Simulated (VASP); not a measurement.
Input of a VASP 6.6.1 run:

Contents of INCAR:

```
SYSTEM = Ge
PREC     = Accurate       ! precision mode
ENCUT    = 520            ! plane-wave cutoff, eV
EDIFF    = 1E-6           ! SCF threshold, eV
ISMEAR   = 0              ! smearing method
SIGMA    = 0.1            ! smearing width, eV
LREAL    = .FALSE.        ! projectors in reciprocal space
LASPH    = .TRUE.         ! aspherical terms in the spheres
NELM     = 60             ! most SCF steps
ALGO     = Normal         ! electronic algorithm
ISIF     = 2              ! what is computed and relaxed
LWAVE    = .FALSE.        ! write WAVECAR
LCHARG   = .FALSE.        ! write CHGCAR
GGA      = PE             ! functional
NBANDS   = 21             ! bands
```

KPOINTS

```
regular mesh
0
G
  14 14 14
  0 0 0
```

File POSCAR:

```
Ge
1.0
    0.0000000000      2.8805364328      2.8805364328
    2.8805364328      0.0000000000      2.8805364328
    2.8805364328      2.8805364328      0.0000000000
Ge
2
Direct
    0.0000000000      0.0000000000      0.0000000000
    0.2500000000      0.2500000000      0.2500000000
```

Potentials or basis: VASP PAW PBE potentials, release 64 (Ge_d).

The run is started by

```bash
$ cat potpaw_PBE.64/Ge_d/POTCAR > POTCAR
$ mpirun -np 1 vasp_std > vasp.out
```

**Question.** What does it give for the pressure?

**Answer.** 0.0 GPa.

**Question.** Estimate the band gap on the k mesh.

**Answer.** Zero (filled and empty bands touch).

**Measured values to compare with.**

From “Electronic and optical properties of SixGe1-x-ySny alloys lattice-matched to Ge”, 2021, arxiv:2109.02782, for a bulk crystal of Ge at 293 K: band gap 0.666 eV (indirect).

Against the measured gap of Ge, 0.666 eV (indirect; 293 K; “Electronic and optical properties of SixGe1-x-ySny alloys lattice-matched to Ge”, 2021, arxiv:2109.02782), the calculated 0.00 eV is off by -0.67 eV. 3 values of this kind are on record (0.666 to 0.807 eV); this one was drawn at random among those near their median. Spin-orbit coupling on Ge is left out. The value is that of PBE on a finite k mesh, which can miss the band edges, without temperature or zero-point motion. Semilocal functionals fall short of measured gaps as a rule.
